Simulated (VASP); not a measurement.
# Ta (Pm-3m) in VASP: further runs

The runs below take Ta through single point, with PBE.

Everything below comes from runs of VASP 6.6.1. Logs are shortened: lines on timing, memory, paths and dates and some standing lists are left out, and cuts for length are marked.

**1. The cell of the first run**

Symmetry: Pm-3m, No. 221, cubic system. Conventional cell: a = 2.667 Å, b = 2.667 Å, c = 2.667 Å, α = 90.00°, β = 90.00°, γ = 90.00°. Within 3.5 Å of Ta (site symmetry m-3m) lie 6 Ta at 2.67 Å.

**2. Single point, PBE (volume scaled by 0.92)**

File INCAR:

```
SYSTEM = Ta
PREC = Accurate
ENCUT = 520
EDIFF = 1E-6
ISMEAR = -1
SIGMA = 0.1
LREAL = .FALSE.
LASPH = .TRUE.
NELM = 80
ALGO = Normal
ISIF = 2
LWAVE = .FALSE.
LCHARG = .TRUE.
GGA = PE
LELF = .TRUE.
LVHAR = .TRUE.
NBANDS = 12
```

File KPOINTS:

```
regular mesh
0
G
  13 13 13
  0 0 0
```

File POSCAR:

```
Ta
1.0
    2.6670509437      0.0000000000      0.0000000000
    0.0000000000      2.6670509437      0.0000000000
    0.0000000000      0.0000000000      2.6670509437
Ta
1
Direct
    0.0000000000      0.0000000000      0.0000000000
```

Potentials or basis: VASP PAW PBE potentials, release 64 (Ta_pv).

Run with:

```sh
$ cat potpaw_PBE.64/Ta_pv/POTCAR > POTCAR
$ mpirun -np 1 vasp_std > vasp.out
```

OUTCAR:

```text
SYSTEM = Ta
   PREC = Accurate
   ENCUT = 520
   EDIFF = 1E-6
   ISMEAR = -1
   LREAL = .FALSE.
   LASPH = .TRUE.
   NELM = 80
   ISIF = 2
   GGA = PE

 ion  position               nearest neighbor table
   1  0.000  0.000  0.000-

  LATTYP: Found a simple cubic cell.
 ALAT       =     2.6670509437

  Lattice vectors:

 A1 = (   2.6670509437,   0.0000000000,   0.0000000000)
 A2 = (   0.0000000000,   2.6670509437,   0.0000000000)
 A3 = (   0.0000000000,   0.0000000000,   2.6670509437)

Analysis of symmetry for initial positions (statically):
=====================================================================
 Subroutine PRICEL returns:
 Original cell was already a primitive cell.

 Routine SETGRP: Setting up the symmetry group for a
 simple cubic supercell.

 Subroutine GETGRP returns: Found 48 space group operations
 (whereof 48 operations were pure point group operations)
 out of a pool of 48 trial point group operations.

The static configuration has the point symmetry O_h .

Analysis of symmetry for dynamics (positions and initial velocities):
=====================================================================
 Subroutine PRICEL returns:
 Original cell was already a primitive cell.

 Routine SETGRP: Setting up the symmetry group for a
 simple cubic supercell.

 Subroutine GETGRP returns: Found 48 space group operations
 (whereof 48 operations were pure point group operations)
 out of a pool of 48 trial point group operations.

The dynamic configuration has the point symmetry O_h .

 Subroutine INISYM returns: Found 48 space group operations
 (whereof 48 operations are pure point group operations),
 and found     1 'primitive' translations

----------------------------------------------------------------------------------------

                                     Primitive cell

  volume of cell :      18.9712

  direct lattice vectors                    reciprocal lattice vectors
     2.667050944  0.000000000  0.000000000     0.374945969  0.000000000  0.000000000
     0.000000000  2.667050944  0.000000000     0.000000000  0.374945969  0.000000000
     0.000000000  0.000000000  2.667050944     0.000000000  0.000000000  0.374945969

  length of vectors
     2.667050944  2.667050944  2.667050944     0.374945969  0.374945969  0.374945969

  position of ions in fractional coordinates (direct lattice)
     0.000000000  0.000000000  0.000000000

  ion indices of the primitive-cell ions
   primitive index   ion index
                 1           1

----------------------------------------------------------------------------------------

 KPOINTS: regular mesh

Automatic generation of k-mesh.
 Grid dimensions read from file:
 generate k-points for:   13   13   13

 Generating k-lattice:

  Cartesian coordinates                     Fractional coordinates (reciprocal lattice)
     0.028841998  0.000000000  0.000000000     0.076923077  0.000000000  0.000000000
     0.000000000  0.028841998  0.000000000     0.000000000  0.076923077  0.000000000
     0.000000000  0.000000000  0.028841998     0.000000000  0.000000000  0.076923077

  Length of vectors
     0.028841998  0.028841998  0.028841998

  Shift w.r.t. Gamma in fractional coordinates (k-lattice)
     0.000000000  0.000000000  0.000000000

 Subroutine IBZKPT returns following result:
 ===========================================

 Found     84 irreducible k-points:

 Following reciprocal coordinates:
            Coordinates               Weight
  0.000000  0.000000  0.000000      1.000000
  0.076923  0.000000  0.000000      6.000000
  0.153846  0.000000  0.000000      6.000000
  0.230769  0.000000  0.000000      6.000000
  0.307692  0.000000  0.000000      6.000000
  0.384615  0.000000  0.000000      6.000000
[... 16 lines left out ...]
  0.307692  0.307692  0.000000     12.000000
  0.384615  0.307692  0.000000     24.000000
 [... further k-points ...]
   k-points           NKPTS =     84   k-points in BZ     NKDIM =     84   number of bands    NBANDS=     12
   number of dos      NEDOS =    301   number of ions     NIONS =      1
   total plane-waves  NPLWV =   8000
   dimension x,y,z NGX =    20 NGY =   20 NGZ =   20
   dimension x,y,z NGXF=    40 NGYF=   40 NGZF=   40
   ions per type =               1
   NGX,Y,Z   is equivalent  to a cutoff of  12.47, 12.47, 12.47 a.u.
   NGXF,Y,Z  is equivalent  to a cutoff of  24.93, 24.93, 24.93 a.u.
 SYSTEM =  Ta
   PREC   = accura    normal or accurate (medium, high low for compatibility)
   ISTART =      0    job   : 0-new  1-cont  2-samecut
   ICHARG =      2    charge: 1-file 2-atom 10-const
   ISPIN  =      1    spin polarized calculation?
   LNONCOLLINEAR =      F non collinear calculations
   LSORBIT =      F    spin-orbit coupling
   LASPH  =      T    aspherical Exc in radial PAW
   ENCUT  =  520.0 eV  38.22 Ry    6.18 a.u.   4.96  4.96  4.96*2*pi/ulx,y,z
   NELM   =     80;   NELMIN=  2; NELMDL= -5     # of ELM steps
   EDIFF  = 0.1E-05   stopping-criterion for ELM
   LREAL  =      F    real-space projection
   EDIFFG = 0.1E-04   stopping-criterion for IOM
   NSW    =      0    number of steps for IOM
   IBRION =     -1    ionic relax: 0-MD 1-quasi-New 2-CG
   NFREE  =      0    steps in history (QN), initial steepest desc. (CG)
   ISIF   =      2    stress and relaxation
   ISYM   =      2    0-nonsym 1-usesym 2-fastsym
   POTIM  = 0.5000    time-step for ionic-motion
   TEBEG  =    0.0;   TEEND  =   0.0 temperature during run
   PSTRESS=    0.0 pullay stress
   NELECT =      11.0000    total number of electrons
   NUPDOWN=      -1.0000    fix difference up-down
   EMIN   =  10.00;   EMAX   =-10.00  energy-range for DOS
   EFERMI =   0.00;   METHOD = LEGACY
   ISMEAR =    -1;   SIGMA  =   0.10  broadening in eV -4-tet -1-fermi 0-gaus
   EFERMI_NEDOS =   21; number of points for ismear=-14 and -15
   IALGO  =     38    algorithm
   IMIX   =      4    mixing-type and parameters
     AMIX     =   0.40;   BMIX     =  1.00
     AMIX_MAG =   1.60;   BMIX_MAG =  1.00
  volume/ion in A,a.u.               =      18.97       128.02
  Fermi-wavevector in a.u.,A,eV,Ry     =   1.365131  2.579724 25.355591  1.863583
  Thomas-Fermi vector in A             =   2.491386
   LORBIT       =      0    0 simple, 1 ext, 2 COOP (PROOUT), +10 PAW based schemes
   GGA     = PE    functional components
   LHFCALC =     F    Hartree Fock is set to
   AEXX    =    0.0000 exact exchange contribution
   IVDW    =     0    specifies the selected vdW correction
   LEPSILON=     F    determine dielectric tensor
   LRPA    =     F    only Hartree local field effects (RPA)
 non-spin polarized calculation
  energy-cutoff  :      520.00
  volume of cell :       18.97
 maximum number of plane-waves:       523
 NGX is ok and might be reduce to    20
   NGX =  9   NGY =  9   NGZ =  9

 number of electron      10.9999996 magnetization

 Free energy of the ion-electron system (eV)
  ---------------------------------------------------
  ext. energy  EPLUGINS =         0.00000000
  ---------------------------------------------------
  free energy    TOTEN  =       -10.64685433 eV

  energy without entropy =      -10.61925537  energy(sigma->0) =      -10.63305485

 E-fermi :   5.1190     XC(G=0): -12.2365

 val. band max:        5.0775886115   @ k =   0.2308   0.2308   0.0769
 cond. band min:       5.1439307405   @ k =   0.2308   0.2308   0.1538
 fundamental gap:      0.0663421291
 Fermi energy:         5.1190492014

 k-point     1 :       0.0000    0.0000    0.0000
  band No.  band energies     occupation
      1     -28.0551      2.00000
      2     -28.0551      2.00000
      3     -28.0551      2.00000
      4      -2.4550      2.00000
      5       2.1948      2.00000
      6       2.1948      2.00000
      7      11.8562      0.00000
      8      11.8562      0.00000
      9      11.8562      0.00000
     10      20.4363      0.00000
     11      20.4363      0.00000
     12      20.4363      0.00000

 k-point     2 :       0.0769    0.0000    0.0000
  band No.  band energies     occupation
      1     -28.1502      2.00000
      2     -28.0472      2.00000
      3     -28.0472      2.00000
      4      -2.2591      2.00000
      5       2.2485      2.00000
      6       2.4055      2.00000
      7      11.4792      0.00000
      8      11.4792      0.00000
      9      11.8814      0.00000
     10      19.4191      0.00000
     11      19.7115      0.00000
     12      20.8987      0.00000

 k-point     3 :       0.1538    0.0000    0.0000
  band No.  band energies     occupation
      1     -28.4076      2.00000
      2     -28.0252      2.00000
      3     -28.0252      2.00000
      4      -1.7247      2.00000
      5       2.4013      2.00000
      6       3.0145      2.00000
      7      10.5911      0.00000
      8      10.5911      0.00000
      9      11.9520      0.00000
     10      17.6315      0.00000
     11      19.7001      0.00000
     12      22.0260      0.00000
[... 286 lines left out ...]
 k-point    23 :       0.3077    0.3077    0.0000
  band No.  band energies     occupation
      1     -28.9995      2.00000
      2     -28.9578      2.00000
      3     -27.8698      2.00000
      4       1.5416      2.00000
      5       3.2002      2.00000
      6       6.9462      0.00000
      7       7.4847      0.00000
      8       9.0305      0.00000
      9       9.4394      0.00000
     10      16.7552      0.00000
     11      18.8846      0.00000
     12      19.7235      0.00000

 k-point    24 :       0.3846    0.3077    0.0000
  band No.  band energies     occupation
      1     -29.2522      2.00000
      2     -28.9393      2.00000
      3     -27.8430      2.00000
      4       1.7231      2.00000
      5       3.0250      2.00000
      6       7.2225      0.00000
      7       8.5814      0.00000
      8       8.7993      0.00000
      9       9.4270      0.00000
     10      16.0913      0.00000
     11      19.4777      0.00000
     12      19.7949      0.00000

 [... further k-points ...]

------------------------ aborting loop because EDIFF is reached ----------------------------------------

  FORCE on cell =-STRESS in cart. coord.  units (eV):
  Direction    XX          YY          ZZ          XY          YZ          ZX
  --------------------------------------------------------------------------------------
  -------------------------------------------------------------------------------------
  Total        1.6853085      1.6853085      1.6853085      0.0000000      0.0000000      0.0000000
  in kB      142.3298737    142.3298737    142.3298737      0.0000000      0.0000000      0.0000000
  external PRESSURE =     142.3298737 kB  Pullay stress =       0.0000000 kB

 VOLUME and BASIS-vectors are now :
 -----------------------------------------------------------------------------
  energy-cutoff  :      520.00
  volume of cell :       18.97
      direct lattice vectors                 reciprocal lattice vectors
     2.667050944  0.000000000  0.000000000     0.374945969  0.000000000  0.000000000
     0.000000000  2.667050944  0.000000000     0.000000000  0.374945969  0.000000000
     0.000000000  0.000000000  2.667050944     0.000000000  0.000000000  0.374945969

 POSITION                                       TOTAL-FORCE (eV/Angst)
 -----------------------------------------------------------------------------------
      0.00000      0.00000      0.00000         0.000000      0.000000      0.000000
 -----------------------------------------------------------------------------------
    total drift:                                0.000000      0.000000      0.000000

  FREE ENERGIE OF THE ION-ELECTRON SYSTEM (eV)
  ---------------------------------------------------
  free  energy   TOTEN  =       -10.6468543342 eV

  energy  without entropy=      -10.6192553708  energy(sigma->0) =      -10.63305485
```

Run time: 9.3 s. Hardware: 1 thread of Intel Xeon Platinum 8259CL at 2.50GHz (Skylake/Cascade Lake), shared host; peak memory 0.14 GiB.

What came out:

```
Free energy : -10.6469 eV
Pressure    : 14.2 GPa
```

Levels at points of the mesh, in eV from the Fermi level:
| k point | band 4 | band 5 | band 6 | band 7 | band 8 | band 9 |
| --- | --- | --- | --- | --- | --- | --- |
| (0.00, 0.00, 0.00) | -7.57 | -2.92 | -2.92 | 6.74 | 6.74 | 6.74 |

Caveat: spin-orbit coupling is left out, which moves the levels of the heavy elements.

**3. Single point, PBE (volume scaled by 0.96)**

File INCAR:

```
PREC = Accurate
ENCUT = 520
EDIFF = 1E-6
ISMEAR = -1
SIGMA = 0.1
LREAL = False
LASPH = True
NELM = 80
ALGO = Normal
ISIF = 2
LWAVE = False
LCHARG = False
GGA = PE
NBANDS = 12
```

File KPOINTS:

```
regular mesh
0
Gamma
  13 13 13
```

File POSCAR:

```
Ta
1.0
    2.7051568197      0.0000000000      0.0000000000
    0.0000000000      2.7051568197      0.0000000000
    0.0000000000      0.0000000000      2.7051568197
Ta
1
Direct
    0.0000000000      0.0000000000      0.0000000000
```

Potentials or basis: VASP PAW PBE potentials, release 64 (Ta_pv).

Run with:

```sh
$ cat potpaw_PBE.64/Ta_pv/POTCAR > POTCAR
$ mpirun -np 1 vasp_std > vasp.out
```

Wall time 9.1 s (1 thread of Intel Xeon Platinum 8259CL at 2.50GHz (Skylake/Cascade Lake), shared host); peak memory 0.13 GiB.

Results (log left out):

| Property | Result |
| --- | --- |
| Free energy | -10.6997 eV |
| Pressure | 6.5 GPa |

Levels at points of the mesh, in eV from the Fermi level:
```tsv
k point	band 4	band 5	band 6	band 7	band 8	band 9
(0.00, 0.00, 0.00)	-7.42	-2.75	-2.75	6.41	6.41	6.41
```

Caveat: spin-orbit coupling is left out, which moves the levels of the heavy elements.

(Continued in part 2 of 2.)
